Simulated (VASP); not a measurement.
# TiW14 (a cell with a defect) in VASP: notebook

The runs below take TiW14 (a cell with a defect) through single point, with PBE.

Program: VASP 6.6.1. These are calculated values, not measurements. Logs are shortened: lines on timing, memory, paths and dates and some standing lists are left out, and cuts for length are marked.

## 1. The cell of the first run

The cell holds a defect, 15 atoms: a = 6.320 Å, b = 6.320 Å, c = 6.320 Å, α = 90.00°, β = 90.00°, γ = 90.00°.

## 2. Single point, PBE

The input, INCAR:

```
PREC     = Accurate       # precision mode
ENCUT    = 520            # plane-wave cutoff, eV
EDIFF    = 1E-7           # SCF threshold, eV
ISMEAR   = 0              # smearing method
SIGMA    = 0.05           # smearing width, eV
LREAL    = Auto         
LASPH    = True           # aspherical terms in the spheres
NELM     = 80             # most SCF steps
ALGO     = Normal         # electronic algorithm
ISIF     = 2              # what is computed and relaxed
LWAVE    = False          # write WAVECAR
LCHARG   = False          # write CHGCAR
GGA      = PE             # functional
NBANDS   = 117            # bands
```

The input, KPOINTS:

```
Automatic mesh
0
Gamma
  3 3 3
```

The input, POSCAR:

```
TiW14
1.0
    6.3200000000      0.0000000000      0.0000000000
    0.0000000000      6.3200000000      0.0000000000
    0.0000000000      0.0000000000      6.3200000000
W Ti
14 1
Direct
   -0.0005879747      0.0024575949      0.0044322785
    0.5001501582      0.0005278481      0.0025219937
   -0.0036577532      0.5042186709     -0.0044362342
   -0.0036213608     -0.0064191456      0.5062088608
    0.4980708861      0.5012346519      0.0044648734
    0.4980974684      0.0024762658      0.5032110759
    0.7427648734      0.2459686709      0.2478713608
    0.2544148734      0.7575234177      0.2482351266
    0.2545939873      0.2461517405      0.7596735759
    0.5067449367      0.5041015823      0.5061153481
    0.7592825949      0.7411678797      0.2546620253
    0.7594802215      0.2528492089      0.7430148734
    0.2481210443      0.7414117089      0.7434556962
    0.7506050633      0.7502441456      0.7520617089
    0.2056177215      0.2945803797      0.2967386076
```

Potentials or basis: VASP PAW PBE potentials, release 64 (W_sv, Ti_sv).

Run with:

```sh
cat potpaw_PBE.64/W_sv/POTCAR potpaw_PBE.64/Ti_sv/POTCAR > POTCAR
mpirun -np 1 vasp_std > vasp.out
```

OUTCAR:

```text
PREC = Accurate
   ENCUT = 520
   EDIFF = 1E-7
   ISMEAR = 0
   LREAL = Auto
   LASPH = True
   NELM = 80
   ISIF = 2
   GGA = PE

 ion  position               nearest neighbor table
   1  0.999  0.002  0.004-   9 2.71   7 2.71   8 2.71  11 2.74  12 2.74  14 2.75  13 2.81  15 2.92
                             4 3.15   3 3.15   2 3.16   2 3.16   3 3.17   4 3.17
   2  0.500  0.001  0.003-   7 2.68   9 2.68   8 2.68  14 2.74  13 2.81  11 2.81  12 2.81   1 3.16
                             5 3.16   6 3.16   6 3.16   5 3.16   1 3.16
   3  0.996  0.504  0.996-  15 2.67  11 2.68  14 2.68  12 2.70  13 2.71   9 2.75   8 2.79   7 2.79
                             1 3.15   5 3.15   5 3.17   1 3.17
   4  0.996  0.994  0.506-  15 2.67  12 2.68  14 2.68  11 2.71  13 2.71   8 2.75   9 2.79   7 2.79
                             1 3.15   6 3.15   6 3.17   1 3.17
   5  0.498  0.501  0.004-   9 2.71   7 2.71   8 2.71  13 2.74  11 2.74  14 2.75  12 2.81  15 2.92
                             3 3.15  10 3.15   2 3.16   2 3.16  10 3.17   3 3.17
   6  0.498  0.002  0.503-   7 2.71   8 2.71   9 2.71  13 2.74  12 2.74  14 2.75  11 2.81  15 2.92
                             4 3.15  10 3.15   2 3.16   2 3.16  10 3.17   4 3.17
   7  0.743  0.246  0.248-   2 2.68   5 2.71   6 2.71   1 2.71  10 2.75   3 2.79   4 2.79  15 2.96
                            12 3.13  11 3.13  11 3.19  12 3.19
   8  0.254  0.758  0.248-   2 2.68   6 2.71   1 2.71   5 2.71   4 2.75  10 2.79   3 2.79  15 2.96
                            11 3.13  13 3.13  13 3.19  11 3.19
   9  0.255  0.246  0.760-   2 2.68   5 2.71   1 2.71   6 2.71   3 2.75  10 2.79   4 2.79  15 2.96
                            12 3.13  13 3.13  13 3.19  12 3.19
  10  0.507  0.504  0.506-  15 2.67  13 2.68  14 2.69  12 2.70  11 2.71   7 2.75   8 2.79   9 2.79
                             5 3.15   6 3.15   6 3.17   5 3.17
  11  0.759  0.741  0.255-   3 2.68   4 2.71  10 2.71   5 2.74   1 2.74   2 2.81   6 2.81   8 3.13
                             7 3.13  14 3.14  14 3.18   7 3.19   8 3.19
  12  0.759  0.253  0.743-   4 2.68   3 2.70  10 2.70   6 2.74   1 2.74   2 2.81   5 2.81   9 3.13
                             7 3.13  14 3.14  14 3.18   7 3.19   9 3.19
  13  0.248  0.741  0.743-  10 2.68   3 2.71   4 2.71   5 2.74   6 2.74   2 2.81   1 2.81   8 3.13
                             9 3.13  14 3.15  14 3.18   9 3.19   8 3.19
  14  0.751  0.750  0.752-   4 2.68   3 2.68  10 2.69   2 2.74   1 2.75   6 2.75   5 2.75  12 3.14
                            11 3.14  13 3.15  13 3.18  11 3.18  12 3.18
  15  0.206  0.295  0.297-   4 2.67  10 2.67   3 2.67   1 2.92   6 2.92   5 2.92   7 2.96   8 2.96
                             9 2.96

  LATTYP: Found a simple cubic cell.
 ALAT       =     6.3200000000

  Lattice vectors:

 A1 = (   6.3200000000,   0.0000000000,   0.0000000000)
 A2 = (   0.0000000000,   6.3200000000,   0.0000000000)
 A3 = (   0.0000000000,   0.0000000000,   6.3200000000)

Analysis of symmetry for initial positions (statically):
=====================================================================
 Subroutine PRICEL returns:
 Original cell was already a primitive cell.

 Routine SETGRP: Setting up the symmetry group for a
 simple cubic supercell.

 Subroutine GETGRP returns: Found  1 space group operations
 (whereof  1 operations were pure point group operations)
 out of a pool of 48 trial point group operations.

The static configuration has the point symmetry C_1 .

Analysis of symmetry for dynamics (positions and initial velocities):
=====================================================================
 Subroutine PRICEL returns:
 Original cell was already a primitive cell.

 Routine SETGRP: Setting up the symmetry group for a
 simple cubic supercell.

 Subroutine GETGRP returns: Found  1 space group operations
 (whereof  1 operations were pure point group operations)
 out of a pool of 48 trial point group operations.

The dynamic configuration has the point symmetry C_1 .

 Subroutine INISYM returns: Found  1 space group operations
 (whereof  1 operations are pure point group operations),
 and found     1 'primitive' translations

----------------------------------------------------------------------------------------

                                     Primitive cell

  volume of cell :     252.4360

  direct lattice vectors                    reciprocal lattice vectors
     6.320000000  0.000000000  0.000000000     0.158227848  0.000000000  0.000000000
     0.000000000  6.320000000  0.000000000     0.000000000  0.158227848  0.000000000
     0.000000000  0.000000000  6.320000000     0.000000000  0.000000000  0.158227848

  length of vectors
     6.320000000  6.320000000  6.320000000     0.158227848  0.158227848  0.158227848

  position of ions in fractional coordinates (direct lattice)
     0.999412025  0.002457595  0.004432278
     0.500150158  0.000527848  0.002521994
     0.996342247  0.504218671  0.995563766
     0.996378639  0.993580854  0.506208861
     0.498070886  0.501234652  0.004464873
     0.498097468  0.002476266  0.503211076
     0.742764873  0.245968671  0.247871361
[... 29 lines left out ...]
 KPOINTS: Automatic mesh

Automatic generation of k-mesh.
 Grid dimensions read from file:
 generate k-points for:    3    3    3

 Generating k-lattice:

  Cartesian coordinates                     Fractional coordinates (reciprocal lattice)
     0.052742616  0.000000000  0.000000000     0.333333333  0.000000000  0.000000000
     0.000000000  0.052742616  0.000000000     0.000000000  0.333333333  0.000000000
     0.000000000  0.000000000  0.052742616     0.000000000  0.000000000  0.333333333

  Length of vectors
     0.052742616  0.052742616  0.052742616

  Shift w.r.t. Gamma in fractional coordinates (k-lattice)
     0.000000000  0.000000000  0.000000000

 Subroutine IBZKPT returns following result:
 ===========================================

 Found     14 irreducible k-points:

 Following reciprocal coordinates:
            Coordinates               Weight
  0.000000  0.000000  0.000000      1.000000
  0.333333  0.000000  0.000000      2.000000
  0.000000  0.333333  0.000000      2.000000
  0.000000  0.000000  0.333333      2.000000
  0.333333  0.333333  0.000000      2.000000
  0.000000  0.333333  0.333333      2.000000
  0.333333  0.000000  0.333333      2.000000
 -0.333333  0.333333  0.000000      2.000000
 -0.333333  0.000000  0.333333      2.000000
  0.000000 -0.333333  0.333333      2.000000
  0.333333  0.333333  0.333333      2.000000
 -0.333333  0.333333  0.333333      2.000000
 -0.333333 -0.333333  0.333333      2.000000
  0.333333 -0.333333  0.333333      2.000000
   k-points           NKPTS =     14   k-points in BZ     NKDIM =     14   number of bands    NBANDS=    117
   number of dos      NEDOS =    301   number of ions     NIONS =     15
   total plane-waves  NPLWV = 110592
   dimension x,y,z NGX =    48 NGY =   48 NGZ =   48
   dimension x,y,z NGXF=    96 NGYF=   96 NGZF=   96
   ions per type =              14   1
   NGX,Y,Z   is equivalent  to a cutoff of  12.63, 12.63, 12.63 a.u.
   NGXF,Y,Z  is equivalent  to a cutoff of  25.25, 25.25, 25.25 a.u.
 SYSTEM =  unknown system
   PREC   = accura    normal or accurate (medium, high low for compatibility)
   ISTART =      0    job   : 0-new  1-cont  2-samecut
   ICHARG =      2    charge: 1-file 2-atom 10-const
   ISPIN  =      1    spin polarized calculation?
   LNONCOLLINEAR =      F non collinear calculations
   LSORBIT =      F    spin-orbit coupling
   LASPH  =      T    aspherical Exc in radial PAW
   ENCUT  =  520.0 eV  38.22 Ry    6.18 a.u.  11.75 11.75 11.75*2*pi/ulx,y,z
   NELM   =     80;   NELMIN=  2; NELMDL= -5     # of ELM steps
   EDIFF  = 0.1E-06   stopping-criterion for ELM
   LREAL  =      T    real-space projection
   EDIFFG = 0.1E-05   stopping-criterion for IOM
   NSW    =      0    number of steps for IOM
   IBRION =     -1    ionic relax: 0-MD 1-quasi-New 2-CG
   NFREE  =      0    steps in history (QN), initial steepest desc. (CG)
   ISIF   =      2    stress and relaxation
   ISYM   =      2    0-nonsym 1-usesym 2-fastsym
   POTIM  = 0.5000    time-step for ionic-motion
   TEBEG  =    0.0;   TEEND  =   0.0 temperature during run
   PSTRESS=    0.0 pullay stress
   NELECT =     208.0000    total number of electrons
   NUPDOWN=      -1.0000    fix difference up-down
   EMIN   =  10.00;   EMAX   =-10.00  energy-range for DOS
   EFERMI =   0.00;   METHOD = LEGACY
   ISMEAR =     0;   SIGMA  =   0.05  broadening in eV -4-tet -1-fermi 0-gaus
   EFERMI_NEDOS =   21; number of points for ismear=-14 and -15
   IALGO  =     38    algorithm
   IMIX   =      4    mixing-type and parameters
     AMIX     =   0.40;   BMIX     =  1.00
     AMIX_MAG =   1.60;   BMIX_MAG =  1.00
  volume/ion in A,a.u.               =      16.83       113.57
  Fermi-wavevector in a.u.,A,eV,Ry     =   1.534778  2.900310 32.049110  2.355543
  Thomas-Fermi vector in A             =   2.641658
   LORBIT       =      0    0 simple, 1 ext, 2 COOP (PROOUT), +10 PAW based schemes
   GGA     = PE    functional components
   LHFCALC =     F    Hartree Fock is set to
   AEXX    =    0.0000 exact exchange contribution
   IVDW    =     0    specifies the selected vdW correction
   LEPSILON=     F    determine dielectric tensor
   LRPA    =     F    only Hartree local field effects (RPA)
 non-spin polarized calculation
 Gauss-broadening in eV      SIGMA  =   0.05
  energy-cutoff  :      520.00
  volume of cell :      252.44
 maximum number of plane-waves:      6859
   NGX = 23   NGY = 23   NGZ = 23

 number of electron     208.0000010 magnetization

 Free energy of the ion-electron system (eV)
  ---------------------------------------------------
  ext. energy  EPLUGINS =         0.00000000
  ---------------------------------------------------
  free energy    TOTEN  =      -185.98828457 eV

  energy without entropy =     -185.97432470  energy(sigma->0) =     -185.98130464

 E-fermi :  10.1033     XC(G=0): -13.1164

 val. band max:       10.1028574052   @ k =   0.0000   0.3333   0.3333
 cond. band min:      10.1052026777   @ k =  -0.3333   0.3333   0.0000
 fundamental gap:      0.0023452725
 Fermi energy:        10.1033439800

 k-point     1 :       0.0000    0.0000    0.0000
  band No.  band energies     occupation
      1     -63.7709      2.00000
      2     -63.7379      2.00000
      3     -63.7374      2.00000
      4     -63.6617      2.00000
      5     -63.6400      2.00000
      6     -63.6399      2.00000
[... 1655 lines left out ...]
    115      12.2367      0.00000
    116      12.4587      0.00000
 [bands above 116 left out]

------------------------ aborting loop because EDIFF is reached ----------------------------------------

  FORCE on cell =-STRESS in cart. coord.  units (eV):
  Direction    XX          YY          ZZ          XY          YZ          ZX
  --------------------------------------------------------------------------------------
  -------------------------------------------------------------------------------------
  Total        0.4597630      0.4575404      0.4612674      2.1555991     -2.1300420      2.1726821
  in kB        2.9180543      2.9039479      2.9276025     13.6812990    -13.5190918     13.7897230
  external PRESSURE =       2.9165349 kB  Pullay stress =       0.0000000 kB

 VOLUME and BASIS-vectors are now :
 -----------------------------------------------------------------------------
  energy-cutoff  :      520.00
  volume of cell :      252.44
      direct lattice vectors                 reciprocal lattice vectors
     6.320000000  0.000000000  0.000000000     0.158227848  0.000000000  0.000000000
     0.000000000  6.320000000  0.000000000     0.000000000  0.158227848  0.000000000
     0.000000000  0.000000000  6.320000000     0.000000000  0.000000000  0.158227848

 POSITION                                       TOTAL-FORCE (eV/Angst)
 -----------------------------------------------------------------------------------
      6.31628      0.01553      0.02801        -0.049972      0.044857      0.046235
      3.16095      0.00334      0.01594        -0.052336      0.041397      0.041719
      6.29688      3.18666      6.29196        -0.011971      0.012383      0.102736
      6.29711      6.27943      3.19924        -0.015867      0.099668      0.011164
      3.14781      3.16780      0.02822        -0.041413      0.047637      0.040824
      3.14798      0.01565      3.18029        -0.043761      0.040922      0.045869
      4.69427      1.55452      1.56655         0.003604      0.084707      0.089584
      1.60790      4.78755      1.56885        -0.076388      0.014274      0.073031
      1.60903      1.55568      4.80114        -0.084273      0.076570      0.005815
      3.20263      3.18592      3.19865        -0.084382      0.026730      0.024583
      4.79867      4.68418      1.60946        -0.027699      0.030593      0.095452
      4.79991      1.59801      4.69585        -0.034605      0.086634      0.034911
      1.56812      4.68572      4.69864        -0.101856      0.022004      0.019792
      4.74382      4.74154      4.75303        -0.064824      0.043588      0.052421
      1.29950      1.86175      1.87539         0.685742     -0.671965     -0.684136
 -----------------------------------------------------------------------------------
    total drift:                                0.004906      0.003686     -0.007243

  FREE ENERGIE OF THE ION-ELECTRON SYSTEM (eV)
  ---------------------------------------------------
  free  energy   TOTEN  =      -185.9882845708 eV

  energy  without entropy=     -185.9743247021  energy(sigma->0) =     -185.98130464
```

Run time: 33 min. Hardware: 1 thread of Intel Xeon 8259CL, shared host; peak memory 0.48 GiB.

What came out:

- Free energy: -185.9883 eV
- Pressure: 0.3 GPa
- Largest force: 1.179 eV/Å
- Band gap on the k mesh: zero (bands 104 and 105 overlap by 0.93 eV)

Forces on the atoms (eV/Å):
```
W   -0.050  0.045  0.046
W   -0.052  0.041  0.042
W   -0.012  0.012  0.103
W   -0.016  0.100  0.011
W   -0.041  0.048  0.041
W   -0.044  0.041  0.046
W    0.004  0.085  0.090
W   -0.076  0.014  0.073
W   -0.084  0.077  0.006
W   -0.084  0.027  0.025
W   -0.028  0.031  0.095
W   -0.035  0.087  0.035
W   -0.102  0.022  0.020
W   -0.065  0.044  0.052
Ti   0.686 -0.672 -0.684
```

Stress tensor (GPa, compression positive):
```
 0.29  1.37  1.38
 1.37  0.29 -1.35
 1.38 -1.35  0.29
```

Caveat: spin-orbit coupling is left out, which moves the levels of the heavy elements.

(Part 1 of 2 ends here.)

The gap in the log of VASP goes by the Fermi energy; the results here count the filled bands.